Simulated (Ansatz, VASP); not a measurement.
## Mg2CdSe3 in VASP and in Ansatz

```
Mg Cd Se
1.0
     4.30085    0.00000    0.00000
    -2.15042    3.72464    0.00000
     0.00000    0.00000   20.87662
Mg Cd Se
4 2 6
Direct
  0.66667 0.33333 0.16740
  0.66667 0.33333 0.83026
  0.33333 0.66667 0.33026
  0.33333 0.66667 0.66740
  0.66667 0.33333 0.50091
  0.33333 0.66667 0.00092
  0.66667 0.33333 0.29195
  0.66667 0.33333 0.62939
  0.66667 0.33333 0.95509
  0.33333 0.66667 0.12939
  0.33333 0.66667 0.45509
  0.33333 0.66667 0.79195
```

Alike in both runs: functional PBE; k mesh 6 × 6 × 2; occupations gaussian, width 0.02 eV; no spin polarisation.

Ansatz relaxed the structure, and its values are those at the end. VASP's run is a single point on that final structure, the one shown.

```csv
,VASP,Ansatz
version,VASP 6.6.1,Ansatz 0.2.0
potentials or method,"VASP PAW PBE potentials, release 64 (Mg, Cd, Se), cutoff 520 eV","scalar-relativistic, plane waves, PAW"
valence electrons in the cell,68,176
```

|  | VASP | Ansatz | Ansatz less VASP |
| --- | --- | --- | --- |
| gap on the k mesh at the Fermi level (eV) | 1.54 | 1.55 | +0.004 |
| least direct gap on the mesh (eV) | 1.54 | 1.55 | +0.004 |
| pressure (GPa) | 0.1 | 0.0 | -0.06 |
| rms of the force components (eV/Å) | 0.011 | 0.001 | -0.0104 |

With one functional, cell and mesh, what is left measures potentials, basis and numerics. VASP's potentials hold 68 valence electrons a cell and Ansatz's 176, so a difference there can come from the potentials and not from the codes.
